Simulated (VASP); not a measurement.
Wanted: the native input for a VASP 6.6.1 run.

* Task: single point
* Functional: PBE
* Potentials or basis: VASP PAW PBE potentials, release 64 (Ni)
* Cutoff: 520 eV
* k mesh: 20 × 20 × 20
* Occupations: gaussian, width 0.1 eV
* Spin: collinear spin, ferromagnetic start
* Starting moments: [0.81] μB
* Dipole correction: no
* Further INCAR settings: ALGO = Normal; EDIFF = 1e-06; NBANDS = 15

The structure of Ni lies in POSCAR:

```
Ni
1.0
    0.0000000000      1.7594463577      1.7594463577
    1.7594463577      0.0000000000      1.7594463577
    1.7594463577      1.7594463577      0.0000000000
Ni
1
Direct
    0.0000000000      0.0000000000      0.0000000000
```

One way to write it, as run:

INCAR

```
SYSTEM = Ni
PREC = Accurate ; ENCUT = 520
EDIFF = 1E-6 ; ISMEAR = 0
SIGMA = 0.1 ; LREAL = .FALSE.
LASPH = .TRUE. ; NELM = 150
ALGO = Normal ; ISIF = 2
LWAVE = .FALSE. ; LCHARG = .FALSE.
ISPIN = 2 ; MAGMOM = 0.81
LORBIT = 11 ; LMAXMIX = 4
GGA = PE ; NBANDS = 15
```

KPOINTS

```
Automatic mesh
0
G
  20 20 20
  0 0 0
```

Potentials or basis: VASP PAW PBE potentials, release 64 (Ni).

Command:

```bash
$ cat potpaw_PBE.64/Ni/POTCAR > POTCAR
$ mpirun -np 1 vasp_std > vasp.out
```

Results of the run:

| Property | Result |
| --- | --- |
| Pressure | -0.1 GPa |
| Net moment | 0.63 μB per cell |
| Site moments | Ni +0.64 μB |
| Valence electrons inside the program's atomic spheres | Ni 9.31 |

Run time: 95 s on 1 thread of AMD EPYC 7R13 Processor (Zen 3), with other jobs on the host, peak memory 0.15 GiB.
